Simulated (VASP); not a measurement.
# BP (I-4m2) in VASP: further runs

BP is run at these levels: PBE; tasks: single point.

Everything below comes from runs of VASP 6.6.1. Logs are shortened: lines on timing, memory, paths and dates and some standing lists are left out, and cuts for length are marked.

## Step 1: The cell of the first run

Symmetry: I-4m2, No. 119, tetragonal system. Conventional cell: a = 3.229 Å, b = 3.229 Å, c = 4.753 Å, α = 90.00°, β = 90.00°, γ = 90.00°. Within 2.7 Å of B (site symmetry -4m2) lie 4 P at 2.00 Å. Within 2.7 Å of P (site symmetry -4m2) lie 4 B at 2.00 Å.

## Step 2: Single point, PBE (12.39 Å³/atom)

INCAR reads:

```
  PREC = Accurate
  ENCUT = 520
  EDIFF = 1E-6
  ISMEAR = 0
  SIGMA = 0.05
  LREAL = F
  LASPH = T
  NELM = 100
  ALGO = Normal
  ISIF = 2
  LWAVE = F
  LCHARG = T
  GGA = PE
  LELF = T
  LVHAR = T
  NBANDS = 11
```

KPOINTS reads:

```
regular mesh
0
Gamma
  12 12 12
```

POSCAR reads:

```
BP
1.0
    0.0000000000      2.3766627088      2.2830573572
    2.2830573572      0.0000000000      2.2830573572
    2.2830573572      2.3766627088      0.0000000000
B P
1 1
Direct
    0.0000000000      0.0000000000      0.0000000000
    0.7500000000      0.7500000000      0.7500000000
```

Potentials or basis: VASP PAW PBE potentials, release 64 (B, P).

On the command line:

```
cat potpaw_PBE.64/B/POTCAR potpaw_PBE.64/P/POTCAR > POTCAR
mpirun -np 1 vasp_std > vasp.out
```

OUTCAR:

```text
PREC = Accurate
   ENCUT = 520
   EDIFF = 1E-6
   ISMEAR = 0
   LREAL = F
   LASPH = T
   NELM = 100
   ISIF = 2
   GGA = PE

 ion  position               nearest neighbor table
   1  0.000  0.000  0.000-   2 2.00   2 2.00   2 2.00   2 2.00
   2  0.750  0.750  0.750-   1 2.00   1 2.00   1 2.00   1 2.00

  LATTYP: Found a body centered tetragonal cell.
 ALAT       =     3.2287306782
 C/A-ratio  =     1.4721963184

  Lattice vectors:

 A1 = (   0.0000000000,  -2.3766627088,   2.2830573572)
 A2 = (   0.0000000000,  -2.3766627088,  -2.2830573572)
 A3 = (   2.2830573572,   2.3766627088,   0.0000000000)

Analysis of symmetry for initial positions (statically):
=====================================================================
 Subroutine PRICEL returns:
 Original cell was already a primitive cell.

 Routine SETGRP: Setting up the symmetry group for a
 body centered tetragonal supercell.

 Subroutine GETGRP returns: Found  8 space group operations
 (whereof  8 operations were pure point group operations)
 out of a pool of 16 trial point group operations.

The static configuration has the point symmetry D_2d.

Analysis of symmetry for dynamics (positions and initial velocities):
=====================================================================
 Subroutine PRICEL returns:
 Original cell was already a primitive cell.

 Routine SETGRP: Setting up the symmetry group for a
 body centered tetragonal supercell.

 Subroutine GETGRP returns: Found  8 space group operations
 (whereof  8 operations were pure point group operations)
 out of a pool of 16 trial point group operations.

The dynamic configuration has the point symmetry D_2d.

 Subroutine INISYM returns: Found  8 space group operations
 (whereof  8 operations are pure point group operations),
 and found     1 'primitive' translations

----------------------------------------------------------------------------------------

                                     Primitive cell

  volume of cell :      24.7760

  direct lattice vectors                    reciprocal lattice vectors
     0.000000000  2.376662709  2.283057357    -0.219004572  0.210379032  0.219004572
     2.283057357  0.000000000  2.283057357     0.219004572 -0.210379032  0.219004572
     2.283057357  2.376662709  0.000000000     0.219004572  0.210379032 -0.219004572

  length of vectors
     3.295584399  3.228730678  3.295584399     0.374413331  0.374413331  0.374413331

  position of ions in fractional coordinates (direct lattice)
     0.000000000  0.000000000  0.000000000
     0.750000000  0.750000000  0.750000000

  ion indices of the primitive-cell ions
   primitive index   ion index
                 1           1
                 2           2
[... 78 lines left out ...]
   ISIF   =      2    stress and relaxation
   ISYM   =      2    0-nonsym 1-usesym 2-fastsym
   POTIM  = 0.5000    time-step for ionic-motion
   TEBEG  =    0.0;   TEEND  =   0.0 temperature during run
   PSTRESS=    0.0 pullay stress
   NELECT =       8.0000    total number of electrons
   NUPDOWN=      -1.0000    fix difference up-down
   EMIN   =  10.00;   EMAX   =-10.00  energy-range for DOS
   EFERMI =   0.00;   METHOD = LEGACY
   ISMEAR =     0;   SIGMA  =   0.05  broadening in eV -4-tet -1-fermi 0-gaus
   EFERMI_NEDOS =   21; number of points for ismear=-14 and -15
   IALGO  =     38    algorithm
   IMIX   =      4    mixing-type and parameters
     AMIX     =   0.40;   BMIX     =  1.00
     AMIX_MAG =   1.60;   BMIX_MAG =  1.00
  volume/ion in A,a.u.               =      12.39        83.60
  Fermi-wavevector in a.u.,A,eV,Ry     =   1.123124  2.122397 17.162496  1.261408
  Thomas-Fermi vector in A             =   2.259788
   LORBIT       =      0    0 simple, 1 ext, 2 COOP (PROOUT), +10 PAW based schemes
   GGA     = PE    functional components
   LHFCALC =     F    Hartree Fock is set to
   AEXX    =    0.0000 exact exchange contribution
   IVDW    =     0    specifies the selected vdW correction
   LEPSILON=     F    determine dielectric tensor
   LRPA    =     F    only Hartree local field effects (RPA)
 non-spin polarized calculation
 Gauss-broadening in eV      SIGMA  =   0.05
  energy-cutoff  :      520.00
  volume of cell :       24.78
 maximum number of plane-waves:       678
 NGX is ok and might be reduce to    28
   NGX = 13   NGY = 13   NGZ = 13

 number of electron       7.9999999 magnetization

 Free energy of the ion-electron system (eV)
  ---------------------------------------------------
  ext. energy  EPLUGINS =         0.00000000
  ---------------------------------------------------
  free energy    TOTEN  =       -12.87724269 eV

  energy without entropy =      -12.87724269  energy(sigma->0) =      -12.87724269

 E-fermi :   7.1169     XC(G=0): -10.6580

 val. band max:        6.8880522416   @ k =   0.0000   0.0000   0.0000
 cond. band min:       7.9122473239   @ k =   0.4167   0.4167   0.0000
 fundamental gap:      1.0241950824
 Fermi energy:         7.1169169013

 k-point     1 :       0.0000    0.0000    0.0000
  band No.  band energies     occupation
      1      -8.1921      2.00000
      2       6.4886      2.00000
      3       6.8881      2.00000
      4       6.8881      2.00000
      5      10.0086      0.00000
      6      10.0086      0.00000
      7      10.2340      0.00000
      8      13.2227      0.00000
      9      17.8807      0.00000
     10      18.1914      0.00000
     11      19.2318      0.00000
[... 309 lines left out ...]
 k-point    24 :      -0.4167    0.1667    0.0000
  band No.  band energies     occupation
      1      -4.7751      2.00000
      2      -1.4257      2.00000
      3       3.1263      2.00000
      4       4.4297      2.00000
      5      10.0844      0.00000
      6      12.4353      0.00000
      7      13.1581      0.00000
      8      16.6637      0.00000
      9      18.1845      0.00000
     10      19.4731      0.00000
     11      22.5671      0.00000

 [... further k-points ...]
[... 5 lines left out ...]
  --------------------------------------------------------------------------------------
  -------------------------------------------------------------------------------------
  Total       -0.6510618     -2.3151721     -0.6510618      0.0000000      0.0000000      0.0000000
  in kB      -42.1018881   -149.7140856    -42.1018881      0.0000000      0.0000000      0.0000000
  external PRESSURE =     -77.9726206 kB  Pullay stress =       0.0000000 kB

 VOLUME and BASIS-vectors are now :
 -----------------------------------------------------------------------------
  energy-cutoff  :      520.00
  volume of cell :       24.78
      direct lattice vectors                 reciprocal lattice vectors
     0.000000000  2.376662709  2.283057357    -0.219004572  0.210379032  0.219004572
     2.283057357  0.000000000  2.283057357     0.219004572 -0.210379032  0.219004572
     2.283057357  2.376662709  0.000000000     0.219004572  0.210379032 -0.219004572

 POSITION                                       TOTAL-FORCE (eV/Angst)
 -----------------------------------------------------------------------------------
      0.00000      0.00000      0.00000         0.000000     -0.000000     -0.000000
      3.42459      3.56499      3.42459        -0.000000      0.000000      0.000000
 -----------------------------------------------------------------------------------
    total drift:                               -0.000000      0.000000     -0.000000

  FREE ENERGIE OF THE ION-ELECTRON SYSTEM (eV)
  ---------------------------------------------------
  free  energy   TOTEN  =       -12.8772426884 eV

  energy  without entropy=      -12.8772426884  energy(sigma->0) =      -12.87724269
```

OSZICAR:

```text
N       E                     dE             d eps       ncg     rms          rms(c)
DAV:   1     0.911288449471E+01    0.91129E+01   -0.38704E+03  3586   0.650E+02
DAV:   2    -0.128539961496E+02   -0.21967E+02   -0.20852E+02  4836   0.107E+02
DAV:   3    -0.134612126175E+02   -0.60722E+00   -0.60573E+00  4547   0.158E+01
DAV:   4    -0.134637907492E+02   -0.25781E-02   -0.25778E-02  4116   0.121E+00
DAV:   5    -0.134638054878E+02   -0.14739E-04   -0.14738E-04  4509   0.906E-02    0.661E+00
DAV:   6    -0.129573832219E+02    0.50642E+00   -0.12275E+00  4057   0.462E+00    0.357E+00
DAV:   7    -0.128838433138E+02    0.73540E-01   -0.17935E-01  4464   0.212E+00    0.126E+00
DAV:   8    -0.128767039427E+02    0.71394E-02   -0.24314E-02  4173   0.873E-01    0.172E-01
DAV:   9    -0.128770337607E+02   -0.32982E-03   -0.73007E-04  4194   0.176E-01    0.101E-01
DAV:  10    -0.128772311246E+02   -0.19736E-03   -0.25113E-04  4057   0.989E-02    0.267E-02
DAV:  11    -0.128772416789E+02   -0.10554E-04   -0.10836E-05  4634   0.219E-02    0.283E-02
DAV:  12    -0.128772428052E+02   -0.11263E-05   -0.44283E-06  4033   0.104E-02    0.106E-02
DAV:  13    -0.128772426884E+02    0.11686E-06   -0.10598E-07  2003   0.220E-03
   1 F= -.12877243E+02 E0= -.12877243E+02  d E =-.259832E-13
```

stdout:

```text
POSCAR found type information on POSCAR B P
 POSCAR found :  2 types and       2 ions
 scaLAPACK will be used
 LDA part: xc-table for (Slater+PW92), standard interpolation
 POSCAR, INCAR and KPOINTS ok, starting setup
 FFT: planning ... GRIDC
 FFT: planning ... GRID_SOFT
 FFT: planning ... GRID
 WAVECAR not read
 entering main loop
```

Run time: 19 s. Hardware: 1 thread of Intel Xeon 6975P-C (Granite Rapids), shared host; peak memory 0.17 GiB.

What came out:

```
Free energy            : -12.8772 eV
Pressure               : -7.8 GPa
Band gap on the k mesh : 1.02 eV (least direct gap 3.12 eV)
```

Caveat: the stress differs along the axes, from -15 to -4 GPa. As with any semilocal functional, this PBE gap is likely too small.

## Step 3: Single point, PBE (12.70 Å³/atom)

This run uses another cell than the first one, of 12.70 Å³/atom.

INCAR reads:

```
PREC = Accurate
ENCUT = 520
EDIFF = 1E-6
ISMEAR = 0
SIGMA = 0.05
LREAL = F
LASPH = T
NELM = 100
ALGO = Normal
ISIF = 2
LWAVE = F
LCHARG = F
GGA = PE
NBANDS = 11
```

KPOINTS reads:

```
Automatic mesh
0
Gamma
  12 12 12
```

POSCAR reads:

```
BP
1.0
    0.0000000000      2.3965759078      2.3021862707
    2.3021862707      0.0000000000      2.3021862707
    2.3021862707      2.3965759078      0.0000000000
B P
1 1
Direct
    0.0000000000      0.0000000000      0.0000000000
    0.7500000000      0.7500000000      0.7500000000
```

Potentials or basis: VASP PAW PBE potentials, release 64 (B, P).

On the command line:

```
cat potpaw_PBE.64/B/POTCAR potpaw_PBE.64/P/POTCAR > POTCAR
mpirun -np 1 vasp_std > vasp.out
```

It took 17 s on 1 thread of Intel Xeon 6975P-C (Granite Rapids), shared host; peak memory 0.17 GiB.

Results (log left out):

* Free energy: -12.8407 eV
* Pressure: -10.9 GPa
* Band gap on the k mesh: 1.06 eV (least direct gap 3.09 eV)

Stress tensor (GPa, compression positive):
```
 -7.41   0.00   0.00
  0.00 -17.91   0.00
  0.00   0.00  -7.41
```

Levels at points of the mesh, in eV from the valence-band top:
```tsv
k point	band 2	band 3	band 4	band 5	band 6	band 7
(0.00, 0.00, 0.00)	-0.39	0.00	0.00	3.09	3.09	3.32
(0.50, 0.00, 0.00)	-8.58	-2.03	-1.54	3.02	4.51	4.70
(0.50, 0.50, 0.00)	-8.18	-4.10	-4.03	1.22	1.44	10.82
(0.50, 0.00, 0.50)	-8.51	-3.68	-3.68	1.65	1.96	11.20
```

Caveat: the stress differs along the axes, from -18 to -7 GPa. As with any semilocal functional, this PBE gap is likely too small.
